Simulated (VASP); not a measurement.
# C2O (antifluorite type) (Fm-3m) in VASP: single point with PBE

Aim: the single point of C2O (antifluorite type) with PBE.

Program: VASP 6.6.1. These are calculated values, not measurements. Logs are shortened: lines on timing, memory, paths and dates and some standing lists are left out, and cuts for length are marked.

## 1. The cell of the first run

Symmetry: Fm-3m, No. 225, cubic system. Conventional cell: a = 4.947 Å, b = 4.947 Å, c = 4.947 Å, α = 90.00°, β = 90.00°, γ = 90.00°. Within 2.8 Å of C (site symmetry -43m) lie 4 O at 2.14 Å and 6 C at 2.47 Å. O (site symmetry m-3m) has 8 C at 2.14 Å within 2.8 Å.

## 2. Single point, PBE

The input, INCAR:

```
PREC = Accurate
ENCUT = 520
EDIFF = 1E-7
ISMEAR = -1
SIGMA = 0.06122561905347299
LREAL = F
LASPH = T
NELM = 60
ALGO = Normal
ISIF = 2
LWAVE = F
LCHARG = F
GGA = PE
NBANDS = 14
```

The input, KPOINTS:

```
Automatic mesh
0
Gamma
  39 39 39
```

The input, POSCAR:

```
C2O
1.0
    0.0000000000      2.4734218781      2.4734218781
    2.4734218781      0.0000000000      2.4734218781
    2.4734218781      2.4734218781      0.0000000000
C O
2 1
Direct
    0.2500000000      0.2500000000      0.2500000000
    0.7500000000      0.7500000000      0.7500000000
    0.0000000000      0.0000000000      0.0000000000
```

Potentials or basis: VASP PAW PBE potentials, release 64 (C, O).

Started as:

```
$ cat potpaw_PBE.64/C/POTCAR potpaw_PBE.64/O/POTCAR > POTCAR
$ mpirun -np 1 vasp_std > vasp.out
```

OUTCAR:

```text
PREC = Accurate
   ENCUT = 520
   EDIFF = 1E-7
   ISMEAR = -1
   LREAL = F
   LASPH = T
   NELM = 60
   ISIF = 2
   GGA = PE

 ion  position               nearest neighbor table
   1  0.250  0.250  0.250-
   2  0.750  0.750  0.750-
   3  0.000  0.000  0.000-

  LATTYP: Found a face centered cubic cell.
 ALAT       =     4.9468437562

  Lattice vectors:

 A1 = (   0.0000000000,   2.4734218781,   2.4734218781)
 A2 = (   2.4734218781,   0.0000000000,   2.4734218781)
 A3 = (   2.4734218781,   2.4734218781,   0.0000000000)

Analysis of symmetry for initial positions (statically):
=====================================================================
 Subroutine PRICEL returns:
 Original cell was already a primitive cell.

 Routine SETGRP: Setting up the symmetry group for a
 face centered cubic supercell.

 Subroutine GETGRP returns: Found 48 space group operations
 (whereof 48 operations were pure point group operations)
 out of a pool of 48 trial point group operations.

The static configuration has the point symmetry O_h .

Analysis of symmetry for dynamics (positions and initial velocities):
=====================================================================
 Subroutine PRICEL returns:
 Original cell was already a primitive cell.

 Routine SETGRP: Setting up the symmetry group for a
 face centered cubic supercell.

 Subroutine GETGRP returns: Found 48 space group operations
 (whereof 48 operations were pure point group operations)
 out of a pool of 48 trial point group operations.

The dynamic configuration has the point symmetry O_h .

 Subroutine INISYM returns: Found 48 space group operations
 (whereof 48 operations are pure point group operations),
 and found     1 'primitive' translations

----------------------------------------------------------------------------------------

                                     Primitive cell

  volume of cell :      30.2639

  direct lattice vectors                    reciprocal lattice vectors
     0.000000000  2.473421878  2.473421878    -0.202149097  0.202149097  0.202149097
     2.473421878  0.000000000  2.473421878     0.202149097 -0.202149097  0.202149097
     2.473421878  2.473421878  0.000000000     0.202149097  0.202149097 -0.202149097

  length of vectors
     3.497946765  3.497946765  3.497946765     0.350132507  0.350132507  0.350132507

[... 90 lines left out ...]
   POTIM  = 0.5000    time-step for ionic-motion
   TEBEG  =    0.0;   TEEND  =   0.0 temperature during run
   PSTRESS=    0.0 pullay stress
   NELECT =      14.0000    total number of electrons
   NUPDOWN=      -1.0000    fix difference up-down
   EMIN   =  10.00;   EMAX   =-10.00  energy-range for DOS
   EFERMI =   0.00;   METHOD = LEGACY
   ISMEAR =    -1;   SIGMA  =   0.06  broadening in eV -4-tet -1-fermi 0-gaus
   EFERMI_NEDOS =   21; number of points for ismear=-14 and -15
   IALGO  =     38    algorithm
   IMIX   =      4    mixing-type and parameters
     AMIX     =   0.40;   BMIX     =  1.00
     AMIX_MAG =   1.60;   BMIX_MAG =  1.00
  volume/ion in A,a.u.               =      10.09        68.08
  Fermi-wavevector in a.u.,A,eV,Ry     =   1.266123  2.392626 21.811065  1.603068
  Thomas-Fermi vector in A             =   2.399341
   LORBIT       =      0    0 simple, 1 ext, 2 COOP (PROOUT), +10 PAW based schemes
   GGA     = PE    functional components
   LHFCALC =     F    Hartree Fock is set to
   AEXX    =    0.0000 exact exchange contribution
   IVDW    =     0    specifies the selected vdW correction
   LEPSILON=     F    determine dielectric tensor
   LRPA    =     F    only Hartree local field effects (RPA)
 non-spin polarized calculation
  energy-cutoff  :      520.00
  volume of cell :       30.26
 maximum number of plane-waves:       869
 NGX is ok and might be reduce to    28
   NGX = 13   NGY = 13   NGZ = 13

 number of electron      14.0000004 magnetization

 Free energy of the ion-electron system (eV)
  ---------------------------------------------------
  ext. energy  EPLUGINS =         0.00000000
  ---------------------------------------------------
  free energy    TOTEN  =       -11.67566119 eV

  energy without entropy =      -11.64221104  energy(sigma->0) =      -11.65893611

 E-fermi :   3.3963     XC(G=0): -10.8128

 val. band max:        3.3952632994   @ k =  -0.2308   0.1795   0.0769
 cond. band min:       3.3974063870   @ k =  -0.3333   0.1026   0.0256
 fundamental gap:      0.0021430875
 Fermi energy:         3.3962608033

 k-point     1 :       0.0000    0.0000    0.0000
  band No.  band energies     occupation
      1     -16.5825      2.00000
      2      -6.2155      2.00000
      3      -1.6070      2.00000
      4      -0.7035      2.00000
      5      -0.7035      2.00000
      6      -0.7035      2.00000
      7       1.9901      2.00000
      8       1.9901      2.00000
      9       1.9901      2.00000
     10       6.8547      0.00000
     11       6.8547      0.00000
     12       6.8547      0.00000
     13      16.9988      0.00000
     14      18.6097      0.00000
[... 377 lines left out ...]
      1     -16.5170      2.00000
      2      -6.3562      2.00000
      3      -2.0577      2.00000
      4      -0.8800      2.00000
      5      -0.7758      2.00000
      6      -0.6753      2.00000
      7       2.1489      2.00000
      8       2.2016      2.00000
      9       2.6279      1.99999
     10       6.5936      0.00000
     11       6.8092      0.00000
     12       6.8107      0.00000
     13      16.8852      0.00000
     14      18.8336      0.00000

 [... further k-points ...]

------------------------ aborting loop because EDIFF is reached ----------------------------------------

  FORCE on cell =-STRESS in cart. coord.  units (eV):
  Direction    XX          YY          ZZ          XY          YZ          ZX
  --------------------------------------------------------------------------------------
  -------------------------------------------------------------------------------------
  Total       -1.1256958     -1.1256958     -1.1256958      0.0000000      0.0000000      0.0000000
  in kB      -59.5946178    -59.5946178    -59.5946178      0.0000000      0.0000000      0.0000000
  external PRESSURE =     -59.5946178 kB  Pullay stress =       0.0000000 kB

 VOLUME and BASIS-vectors are now :
 -----------------------------------------------------------------------------
  energy-cutoff  :      520.00
  volume of cell :       30.26
      direct lattice vectors                 reciprocal lattice vectors
     0.000000000  2.473421878  2.473421878    -0.202149097  0.202149097  0.202149097
     2.473421878  0.000000000  2.473421878     0.202149097 -0.202149097  0.202149097
     2.473421878  2.473421878  0.000000000     0.202149097  0.202149097 -0.202149097

 POSITION                                       TOTAL-FORCE (eV/Angst)
 -----------------------------------------------------------------------------------
      1.23671      1.23671      1.23671        -0.000000      0.000000      0.000000
      3.71013      3.71013      3.71013         0.000000      0.000000      0.000000
      0.00000      0.00000      0.00000        -0.000000     -0.000000      0.000000
 -----------------------------------------------------------------------------------
    total drift:                               -0.000000     -0.000000      0.000000

  FREE ENERGIE OF THE ION-ELECTRON SYSTEM (eV)
  ---------------------------------------------------
  free  energy   TOTEN  =       -11.6756611877 eV

  energy  without entropy=      -11.6422110400  energy(sigma->0) =      -11.65893611
```

Run time: 22 min. Hardware: 1 thread of Intel Xeon 8259CL, shared host; peak memory 0.65 GiB.

Results:

| Item | Value |
| --- | --- |
| Free energy | -11.6757 eV |
| Pressure | -6.0 GPa |
| Band gap on the k mesh | zero (bands 7 and 8 overlap by 1.92 eV) |

Caveat: the cell stands under tension.
